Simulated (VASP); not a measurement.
Pd: single point with PBE

Pd:

```
CELL_PARAMETERS angstrom
0.00000 1.94490 1.88655
1.94490 0.00000 1.88655
1.94490 1.94490 0.00000
ATOMIC_POSITIONS crystal
Pd 0.00000 0.00000 0.00000
```

This cell differs from its parent crystal: zz strain of -3 %.

- Program: VASP 6.6.1
- Task: single point
- Functional: PBE
- Potentials or basis: VASP PAW PBE potentials, release 64 (Pd)
- Cutoff: 520 eV
- k mesh: 18 × 18 × 18
- Occupations: fermi-dirac, width 0.05 eV
- Spin: no spin polarisation
- Dipole correction: no
- Further INCAR settings: ALGO = Normal; EDIFF = 1e-07; NBANDS = 11

```yaml
Pressure: 14.2 GPa
Band_gap_on_the_k_mesh: zero (band 5 reaches 10.76 eV, above the bottom of band 6 at 9.01 eV)
```

Stress tensor (GPa, compression positive):
```
13.55  0.00  0.00
 0.00 13.55  0.00
 0.00  0.00 15.34
```

Levels at points of the mesh, in eV from the Fermi level:
```csv
k point,band 2,band 3,band 4,band 5,band 6,band 7,band 8,band 9
"(0.00, 0.00, 0.00)",-3.09,-3.09,-2.80,-1.45,-1.15,17.22,21.91,21.91
"(0.50, 0.00, 0.00)",-3.19,-2.90,-0.09,0.04,0.94,7.60,16.54,21.12
"(0.50, 0.50, 0.00)",-5.38,-0.06,0.32,0.32,3.77,11.68,13.01,13.01
"(0.50, 0.00, 0.50)",-5.37,-0.06,0.20,0.40,3.14,10.84,13.48,13.70
```

Wall time 66 s on 1 thread of AMD EPYC 7R43 64-Core Processor (Zen 3), on a shared host, peak memory 0.15 GiB.

Caveat: the cell differs from its parent crystal (zz strain of -3 %).
